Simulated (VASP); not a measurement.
# Al12H in VASP: further runs

Al12H is run at these levels: PBE; tasks: single point, relaxation of the atoms.

All numbers are computed with VASP 6.6.1; they aren't measurements. Logs are shortened: lines on timing, memory, paths and dates and some standing lists are left out, and cuts for length are marked.

**1. The cell of the first run**

The cell holds a slab with vacuum, 13 atoms: a = 5.714 Å, b = 5.714 Å, c = 20.101 Å, α = 90.00°, β = 90.00°, γ = 120.00°.

**2. Single point, PBE**

INCAR reads:

```
PREC = Accurate
ENCUT = 520
EDIFF = 1E-6
ISMEAR = 0
SIGMA = 0.1
LREAL = F
LASPH = T
NELM = 80
ALGO = Normal
ISIF = 2
LWAVE = F
LCHARG = T
LDIPOL = T
IDIPOL = 3
DIPOL = 0.5 0.5 0.327
GGA = PE
LELF = T
LVHAR = T
LVACPOTAV = T
NBANDS = 30
```

KPOINTS reads:

```
regular mesh
0
Gamma
  6 6 1
```

POSCAR reads:

```
Al12H
1.0
    5.7135165838      0.0000000000      0.0000000000
   -2.8567582919      4.9480505065      0.0000000000
    0.0000000000      0.0000000000     20.1013781936
Al H
12 1
Direct
    0.3333333333      0.1666666667      0.1989913309
    0.3333333333      0.6666666667      0.1989913309
    0.8333333333      0.1666666667      0.1989913309
    0.8333333333      0.6666666667      0.1989913309
    0.1666666667      0.3333333333      0.3134471578
    0.1666666667      0.8333333333      0.3134471578
    0.6666666667      0.3333333333      0.3134471578
    0.6666666667      0.8333333333      0.3134471578
    0.0000000000      0.0000000000      0.4278999236
    0.0000000000      0.5000000000      0.4278999236
    0.5000000000      0.0000000000      0.4278999236
    0.5000000000      0.5000000000      0.4278999236
    0.0000000000      0.1666666667      0.4959100795
```

Potentials or basis: VASP PAW PBE potentials, release 64 (Al, H).

Launch:

```bash
$ cat potpaw_PBE.64/Al/POTCAR potpaw_PBE.64/H/POTCAR > POTCAR
$ mpirun -np 1 vasp_std > vasp.out
```

OUTCAR:

```text
PREC = Accurate
   ENCUT = 520
   EDIFF = 1E-6
   ISMEAR = 0
   LREAL = F
   LASPH = T
   NELM = 80
   ISIF = 2
   GGA = PE

 ion  position               nearest neighbor table
   1  0.333  0.167  0.199-   5 2.83   6 2.83   7 2.83   4 2.86   2 2.86   2 2.86   4 2.86   3 2.86
                             3 2.86
   2  0.333  0.667  0.199-   6 2.83   5 2.83   8 2.83   3 2.86   1 2.86   1 2.86   3 2.86   4 2.86
                             4 2.86
   3  0.833  0.167  0.199-   7 2.83   8 2.83   5 2.83   4 2.86   2 2.86   4 2.86   2 2.86   1 2.86
                             1 2.86
   4  0.833  0.667  0.199-   8 2.83   7 2.83   6 2.83   3 2.86   1 2.86   3 2.86   1 2.86   2 2.86
                             2 2.86
   5  0.167  0.333  0.313-   9 2.83  12 2.83  10 2.83   1 2.83   2 2.83   3 2.83   8 2.86   6 2.86
                             6 2.86   8 2.86   7 2.86   7 2.86
   6  0.167  0.833  0.313-  10 2.83  11 2.83   9 2.83   2 2.83   1 2.83   4 2.83   7 2.86   5 2.86
                             5 2.86   7 2.86   8 2.86   8 2.86
   7  0.667  0.333  0.313-  11 2.83  10 2.83  12 2.83   3 2.83   4 2.83   1 2.83   8 2.86   6 2.86
                             8 2.86   6 2.86   5 2.86   5 2.86
   8  0.667  0.833  0.313-  12 2.83   9 2.83  11 2.83   4 2.83   3 2.83   2 2.83   7 2.86   5 2.86
                             7 2.86   5 2.86   6 2.86   6 2.86
   9  0.000  0.000  0.428-  13 1.67   5 2.83   8 2.83   6 2.83  12 2.86  10 2.86  10 2.86  12 2.86
                            11 2.86  11 2.86
  10  0.000  0.500  0.428-   6 2.83   7 2.83   5 2.83   9 2.86  11 2.86   9 2.86  11 2.86  12 2.86
                            12 2.86
  11  0.500  0.000  0.428-   7 2.83   6 2.83   8 2.83  10 2.86  12 2.86  12 2.86  10 2.86   9 2.86
                             9 2.86
  12  0.500  0.500  0.428-   8 2.83   5 2.83   7 2.83   9 2.86  11 2.86  11 2.86   9 2.86  10 2.86
                            10 2.86
  13  0.000  0.167  0.496-   9 1.67

  LATTYP: Found a hexagonal cell.
 ALAT       =     5.7135165838
 C/A-ratio  =     3.5182147280

  Lattice vectors:

 A1 = (   5.7135165838,   0.0000000000,   0.0000000000)
 A2 = (  -2.8567582919,   4.9480505065,   0.0000000000)
 A3 = (   0.0000000000,   0.0000000000,  20.1013781936)

Analysis of symmetry for initial positions (statically):
=====================================================================
 Subroutine PRICEL returns:
 Original cell was already a primitive cell.

 Routine SETGRP: Setting up the symmetry group for a
 hexagonal supercell.

 Subroutine GETGRP returns: Found  1 space group operations
 (whereof  1 operations were pure point group operations)
 out of a pool of 24 trial point group operations.

The static configuration has the point symmetry C_1 .

[... 151 lines left out ...]
  Fermi-wavevector in a.u.,A,eV,Ry     =   0.658599  1.244571  5.901559  0.433752
  Thomas-Fermi vector in A             =   1.730471
   LORBIT       =      0    0 simple, 1 ext, 2 COOP (PROOUT), +10 PAW based schemes
   GGA     = PE    functional components
   LHFCALC =     F    Hartree Fock is set to
   AEXX    =    0.0000 exact exchange contribution
   IVDW    =     0    specifies the selected vdW correction
   LEPSILON=     F    determine dielectric tensor
   LRPA    =     F    only Hartree local field effects (RPA)
 non-spin polarized calculation
 Gauss-broadening in eV      SIGMA  =   0.10
  energy-cutoff  :      520.00
  volume of cell :      568.28
 maximum number of plane-waves:     15351
   NGX = 21   NGY = 21   NGZ = 75

 dipolmoment           0.000000      0.000000     -0.155132 electrons x Angstroem

 number of electron      37.0000000 magnetization

 dipolmoment           0.000000      0.000000      0.034423 electrons x Angstroem

 Free energy of the ion-electron system (eV)
  ---------------------------------------------------
  ext. energy  EPLUGINS =         0.00000000
  ---------------------------------------------------
  free energy    TOTEN  =       -45.04543431 eV

  energy without entropy =      -45.02869745  energy(sigma->0) =      -45.03706588

 E-fermi :   0.2245     XC(G=0):  -4.4730

 val. band max:        0.2212607260   @ k =   0.1667   0.1667   0.0000
 cond. band min:       0.2487833545   @ k =   0.0000   0.5000   0.0000
 fundamental gap:      0.0275226285
 Fermi energy:         0.2245455857

 k-point     1 :       0.0000    0.0000    0.0000
  band No.  band energies     occupation
      1     -10.4117      2.00000
      2      -8.7794      2.00000
      3      -6.3282      2.00000
      4      -4.7593      2.00000
      5      -4.5217      2.00000
      6      -4.5037      2.00000
[... 649 lines left out ...]
     29       3.5238      0.00000
     30       3.5375      0.00000

------------------------ aborting loop because EDIFF is reached ----------------------------------------

  FORCE on cell =-STRESS in cart. coord.  units (eV):
  Direction    XX          YY          ZZ          XY          YZ          ZX
  --------------------------------------------------------------------------------------
  -------------------------------------------------------------------------------------
  Total       -1.9916411     -2.6050404      0.8691996      0.0003634     -0.1176402     -0.1749090
  in kB       -5.6151094     -7.3444891      2.4505673      0.0010245     -0.3316675     -0.4931276
  external PRESSURE =      -3.5030104 kB  Pullay stress =       0.0000000 kB

 VOLUME and BASIS-vectors are now :
 -----------------------------------------------------------------------------
  energy-cutoff  :      520.00
  volume of cell :      568.28
      direct lattice vectors                 reciprocal lattice vectors
     5.713516584  0.000000000  0.000000000     0.175023558  0.101049898  0.000000000
    -2.856758292  4.948050506  0.000000000     0.000000000  0.202099796  0.000000000
     0.000000000  0.000000000 20.101378194     0.000000000  0.000000000  0.049747833

 POSITION                                       TOTAL-FORCE (eV/Angst)
 -----------------------------------------------------------------------------------
      1.42838      0.82468      4.00000         0.068429      0.024225     -0.100385
     -0.00000      3.29870      4.00000         0.026288      0.038825     -0.070177
      4.28514      0.82468      4.00000        -0.080754     -0.027193     -0.018204
      2.85676      3.29870      4.00000        -0.039389     -0.030560     -0.117739
      0.00000      1.64935      6.30072        -0.014619      0.063968      0.263869
     -1.42838      4.12338      6.30072         0.126893     -0.050322     -0.060305
      2.85676      1.64935      6.30072        -0.005303      0.094685     -0.044121
      1.42838      4.12338      6.30072        -0.042100     -0.037002      0.067146
      0.00000      0.00000      8.60138         0.225198     -0.223482      0.217107
     -1.42838      2.47403      8.60138        -0.028287      0.117595      0.065297
      2.85676      0.00000      8.60138        -0.318232     -0.106653     -0.131779
      1.42838      2.47403      8.60138         0.186362      0.084046     -0.070479
     -0.47613      0.82468      9.96848        -0.104486      0.051868     -0.000230
 -----------------------------------------------------------------------------------
    total drift:                                0.000038     -0.000001     -0.000249

  FREE ENERGIE OF THE ION-ELECTRON SYSTEM (eV)
  ---------------------------------------------------
  free  energy   TOTEN  =       -45.0454343057 eV

  energy  without entropy=      -45.0286974468  energy(sigma->0) =      -45.03706588

 vacuum level on the upper side and lower side of the slab         4.387         4.167
```

It took 6.8 min on 1 thread of AMD EPYC 9R45 (Zen 5), shared host; peak memory 0.68 GiB.

Results:

* Free energy: -45.0454 eV
* Largest force: 0.384 eV/Å
* Band gap on the k mesh: zero (an odd number of electrons rules out a gap without spin polarisation)

Forces on the atoms (eV/Å):
```
Al   0.068  0.024 -0.100
Al   0.026  0.039 -0.070
Al  -0.081 -0.027 -0.018
Al  -0.039 -0.031 -0.118
Al  -0.015  0.064  0.264
Al   0.127 -0.050 -0.060
Al  -0.005  0.095 -0.044
Al  -0.042 -0.037  0.067
Al   0.225 -0.223  0.217
Al  -0.028  0.118  0.065
Al  -0.318 -0.107 -0.132
Al   0.186  0.084 -0.070
H   -0.104  0.052  0.000
```

Levels at points of the mesh, in eV from the Fermi level:
```tsv
k point	band 15	band 16	band 17	band 18	band 19	band 20	band 21	band 22
(0.00, 0.00, 0.00)	-2.79	-2.76	-1.63	-0.45	-0.40	-0.31	-0.19	-0.17
(0.50, 0.00, 0.00)	-0.61	-0.53	-0.33	-0.26	0.14	0.89	0.94	1.26
(0.00, 0.50, 0.00)	-0.58	-0.53	-0.35	-0.26	0.02	0.89	0.92	1.28
(0.50, 0.50, 0.00)	-0.61	-0.53	-0.49	-0.25	0.17	0.91	1.05	1.26
```

**3. Relaxation of the atoms, PBE**

INCAR reads:

```
  ALGO = Normal
  DIPOL = 0.5 0.5 0.326
  EDIFF = 1E-7
  EDIFFG = -0.025
  ENCUT = 450
  GGA = PE
  GGA_COMPAT = False
  IBRION = 2
  IDIPOL = 3
  ISIF = 2
  ISMEAR = 0
  KPAR = 4
  LASPH = True
  LCHARG = False
  LDIPOL = True
  LREAL = False
  LWAVE = False
  NELM = 120
  NELMDL = -8
  NELMIN = 4
  NSW = 36
  PREC = Accurate
  SIGMA = 0.1
```

KPOINTS reads:

```
k-points
0
Gamma
  6 6 1
```

POSCAR reads:

```
Al12H
1.0
    5.7135165838      0.0000000000      0.0000000000
   -2.8567582919      4.9480505065      0.0000000000
    0.0000000000      0.0000000000     20.1013781936
Al H
12 1
Selective dynamics
Direct
    0.3333333333      0.1666666667      0.1989913309  F F F
    0.3333333333      0.6666666667      0.1989913309  F F F
    0.8333333333      0.1666666667      0.1989913309  F F F
    0.8333333333      0.6666666667      0.1989913309  F F F
    0.1666666667      0.3333333333      0.3134471578  F F F
    0.1666666667      0.8333333333      0.3134471578  F F F
    0.6666666667      0.3333333333      0.3134471578  F F F
    0.6666666667      0.8333333333      0.3134471578  F F F
    0.0000000000      0.0000000000      0.4278999236  F F F
    0.0000000000      0.5000000000      0.4278999236  F F F
    0.5000000000      0.0000000000      0.4278999236  F F F
    0.5000000000      0.5000000000      0.4278999236  F F F
    0.2500000000      0.1666666667      0.4789958164  F F T
```

Potentials or basis: VASP PAW PBE potentials, release 64 (Al, H).

Launch:

```bash
$ cat potpaw_PBE.64/Al/POTCAR potpaw_PBE.64/H/POTCAR > POTCAR
$ mpirun -np 4 vasp_std > vasp.out
```

OUTCAR:

```text
EDIFF = 1E-7
   EDIFFG = -0.025
   ENCUT = 450
   GGA = PE
   IBRION = 2
   ISIF = 2
   ISMEAR = 0
   LASPH = True
   LREAL = False
   NELM = 120
   NELMDL = -8
   NELMIN = 4
   NSW = 36
   PREC = Accurate

 ion  position               nearest neighbor table
   1  0.333  0.167  0.199-   5 2.83   6 2.83   7 2.83   4 2.86   2 2.86   2 2.86   4 2.86   3 2.86
                             3 2.86
   2  0.333  0.667  0.199-   6 2.83   5 2.83   8 2.83   3 2.86   1 2.86   1 2.86   3 2.86   4 2.86
                             4 2.86
   3  0.833  0.167  0.199-   7 2.83   8 2.83   5 2.83   4 2.86   2 2.86   4 2.86   2 2.86   1 2.86
                             1 2.86
   4  0.833  0.667  0.199-   8 2.83   7 2.83   6 2.83   3 2.86   1 2.86   3 2.86   1 2.86   2 2.86
                             2 2.86
   5  0.167  0.333  0.313-   9 2.83  12 2.83  10 2.83   1 2.83   2 2.83   3 2.83   8 2.86   6 2.86
[... 391 lines left out ...]
 cond. band min:       0.3017075251   @ k =  -0.3333   0.1667   0.0000
 fundamental gap:      0.0493748027
 Fermi energy:         0.2802901000

 k-point     1 :       0.0000    0.0000    0.0000
  band No.  band energies     occupation
      1     -10.3730      2.00000
      2      -8.8165      2.00000
      3      -6.5023      2.00000
      4      -4.8632      2.00000
      5      -4.4554      2.00000
      6      -4.4463      2.00000
[... 549 lines left out ...]
     24       2.3533      0.00000
     25       3.0284      0.00000

------------------------ aborting loop because EDIFF is reached ----------------------------------------

 vacuum level on the upper side and lower side of the slab       (xc-potential included)        -0.012        -0.043

  FORCE on cell =-STRESS in cart. coord.  units (eV):
  Direction    XX          YY          ZZ          XY          YZ          ZX
  --------------------------------------------------------------------------------------
  -------------------------------------------------------------------------------------
  Total       -2.2681865     -2.7312317      0.6847447      0.1001286      0.1568314      0.3325559
  in kB       -6.3947842     -7.7002651      1.9305266      0.2822962      0.4421608      0.9375875
  external PRESSURE =      -4.0548409 kB  Pullay stress =       0.0000000 kB
[... 28 lines left out ...]
  FREE ENERGIE OF THE ION-ELECTRON SYSTEM (eV)
  ---------------------------------------------------
  free  energy   TOTEN  =       -45.1310989246 eV

  energy  without entropy=      -45.1136196871  energy(sigma->0) =      -45.12235931

 reached required accuracy - stopping structural energy minimisation

 vacuum level on the upper side and lower side of the slab         4.232         4.202
```

OSZICAR:

```text
N       E                     dE             d eps       ncg     rms          rms(c)
DAV:   1     0.127220652631E+03    0.12722E+03   -0.10439E+04  1000   0.921E+02
DAV:   2    -0.395317433609E+02   -0.16675E+03   -0.16239E+03  1396   0.166E+02
DAV:   3    -0.472191051628E+02   -0.76874E+01   -0.75692E+01  1338   0.384E+01
[... 71 lines left out ...]
DAV:  10    -0.451310976987E+02   -0.53385E-06   -0.77142E-08   794   0.142E-03    0.242E-04
DAV:  11    -0.451310983846E+02   -0.68587E-06   -0.67744E-08   691   0.958E-04    0.356E-04
DAV:  12    -0.451310986428E+02   -0.25821E-06   -0.30300E-08   729   0.783E-04    0.113E-04
DAV:  13    -0.451310988629E+02   -0.22007E-06   -0.20841E-08   697   0.545E-04    0.183E-04
DAV:  14    -0.451310989246E+02   -0.61744E-07   -0.78994E-09   698   0.446E-04
   4 F= -.45131099E+02 E0= -.45122359E+02  d E =-.341467E-01
```

It took 4.3 min on 4 MPI ranks of AMD EPYC 7R13 (Zen 3), shared host; peak memory 0.63 GiB.

Results:

* Free energy: -45.1311 eV
* Energy gained by relaxing: 2.6 meV/atom
* Ionic steps: 4
* Band gap on the k mesh: zero (an odd number of electrons rules out a gap without spin polarisation)

Step by step:
```tsv
step	energy change (eV)	largest force on free atoms (eV/Å)	pressure (GPa)
1	0.0000	0.5481	-0.26
2	-0.0129	0.4292	-0.29
3	-0.0332	0.0872	-0.38
4	-0.0341	0.0039	-0.41
```

Final structure:
```
CELL_PARAMETERS angstrom
5.71352 0.00000 0.00000
-2.85676 4.94805 0.00000
0.00000 0.00000 20.10138
ATOMIC_POSITIONS crystal
Al 0.33333 0.16667 0.19899
Al 0.33333 0.66667 0.19899
Al 0.83333 0.16667 0.19899
Al 0.83333 0.66667 0.19899
Al 0.16667 0.33333 0.31345
Al 0.16667 0.83333 0.31345
Al 0.66667 0.33333 0.31345
Al 0.66667 0.83333 0.31345
Al 0.00000 0.00000 0.42790
Al 0.00000 0.50000 0.42790
Al 0.50000 0.00000 0.42790
Al 0.50000 0.50000 0.42790
H 0.25000 0.16667 0.48526
```

Levels at points of the mesh, in eV from the Fermi level:
```
           k point  band 14  band 15  band 16  band 17  band 18  band 19  band 20  band 21  band 22  band 23
(0.00, 0.00, 0.00)    -2.92    -2.78    -2.76    -1.49    -0.48    -0.44    -0.27    -0.22    -0.17     0.28
(0.50, 0.00, 0.00)    -1.68    -0.68    -0.52    -0.46    -0.25     0.33     0.91     1.10     1.22     1.52
(0.00, 0.50, 0.00)    -1.68    -0.65    -0.52    -0.39    -0.25     0.31     0.90     0.96     1.24     1.46
(0.50, 0.50, 0.00)    -1.68    -0.65    -0.53    -0.33    -0.25     0.38     0.89     0.94     1.21     1.44
```
